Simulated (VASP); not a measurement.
Set up this calculation in VASP 6.6.1, as the native input.

| Quantity | Value |
| --- | --- |
| Task | single point |
| Functional | PBE |
| Potentials or basis | VASP PAW PBE potentials, release 64 (K_sv, F) |
| Cutoff | 520 eV |
| k mesh | 8 × 8 × 8 |
| Occupations | gaussian, width 0.05 eV |
| Spin | no spin polarisation |
| Dipole correction | no |
| Further INCAR settings | ALGO = Normal; EDIFF = 1e-07; NBANDS = 15 |

The structure of KF lies in POSCAR:

```
KF
1.0
    0.0000000000      2.7105354767      2.8121805571
    2.7105354767      0.0000000000      2.8121805571
    2.7105354767      2.7105354767      0.0000000000
K F
1 1
Direct
    0.0000000000      0.0000000000      0.0000000000
    0.5000000000      0.5000000000      0.5000000000
```

This cell differs from its parent crystal: normal strain along x +0.0000, normal strain along z +0.0375.

The input as run:

INCAR

```
PREC = Accurate
ENCUT = 520
EDIFF = 1E-7
ISMEAR = 0
SIGMA = 0.05
LREAL = F
LASPH = T
NELM = 60
ALGO = Normal
ISIF = 2
LWAVE = F
LCHARG = F
GGA = PE
NBANDS = 15
```

KPOINTS

```
Automatic mesh
0
Gamma
  8 8 8
```

Potentials or basis: VASP PAW PBE potentials, release 64 (K_sv, F).

Command:

```console
$ cat potpaw_PBE.64/K_sv/POTCAR potpaw_PBE.64/F/POTCAR > POTCAR
$ mpirun -np 1 vasp_std > vasp.out
```

It gave:

- Pressure: -0.9 GPa
- Band gap on the k mesh: 5.75 eV

Caveat: the cell differs from its parent crystal (normal strain along x +0.0000, normal strain along z +0.0375).

It took 16 s on 1 thread of AMD EPYC 9R45 96-Core Processor (Zen 5), on a shared host, peak memory 0.15 GiB.
